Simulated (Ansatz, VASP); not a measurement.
**PbO2: VASP beside Ansatz**

```xyz
6
Lattice="5.0826 0.0000 0.0000 0.0000 5.0826 0.0000 0.0000 0.0000 3.4423" Properties=species:S:1:pos:R:3 pbc="T T T"
Pb    0.0000    0.0000    0.0000
Pb    2.5413    2.5413    1.7211
O     1.5655    1.5655    0.0000
O     4.1068    0.9758    1.7211
O     0.9758    4.1068    1.7211
O     3.5172    3.5172    0.0000
```

Alike in both runs: functional PBE; k mesh 8 × 8 × 10; occupations gaussian, width 0.1 eV; no spin polarisation.

Ansatz relaxed the structure, and its values are those at the end. VASP's run is a single point on that final structure, the one shown.

```csv
,VASP,Ansatz
version,VASP 6.6.1,Ansatz 0.2.0
potentials or method,"VASP PAW PBE potentials, release 64 (Pb_d, O), cutoff 520 eV","scalar-relativistic, plane waves, PAW"
valence electrons in the cell,52,52
```

|  | VASP | Ansatz | Ansatz less VASP |
| --- | --- | --- | --- |
| pressure (GPa) | 0.2 | 0.0 | -0.23 |
| rms of the force components (eV/Å) | 0.006 | 0.001 | -0.0053 |

With one functional, cell and mesh, what is left measures potentials, basis and numerics.

Spin-orbit coupling is off throughout.
